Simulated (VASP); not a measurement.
Runs of VASP 6.6.1 on Zr. The structure is that of space group I4/mmm (No. 139), or close to it. The cells are those of the table. 

```csv
cell,gap on the mesh (eV),pressure (GPa)
"a = 3.405, b = 3.189 Å, angles 62.1, 55.9, 62.1°, 1 atom",none,-13.8
"a = 3.015, b = 3.189 Å, angles 58.1, 63.9, 58.1°, 1 atom",none,5.9
"a = 2.960, b = 3.189 Å, angles 57.4, 65.2, 57.4°, 1 atom",none,10.6
"a = 3.373, b = 3.189 Å, angles 61.8, 56.4, 61.8°, 1 atom",none,(b)
"a = 3.072, b = 3.189 Å, angles 58.7, 62.5, 58.7°, 1 atom",none,(a)
"a = 3.437, b = 3.189 Å, angles 62.4, 55.3, 62.4°, 1 atom",none,-14.6
```

Alike in all rows: task single point; level LDA; potentials or basis VASP PAW LDA potentials, release 64 (Zr_sv); no spin polarisation; k mesh 18 × 18 × 18; cutoff (eV) 520; smearing gaussian 0.15 eV.

Question: Fill in the values left out.

Answer: (a) 1.6; (b) -12.9.

A k mesh can miss the band edges, and the runs leave out spin-orbit coupling on Zr.

A gap of «none» marks levels without a gap at the run's occupations.
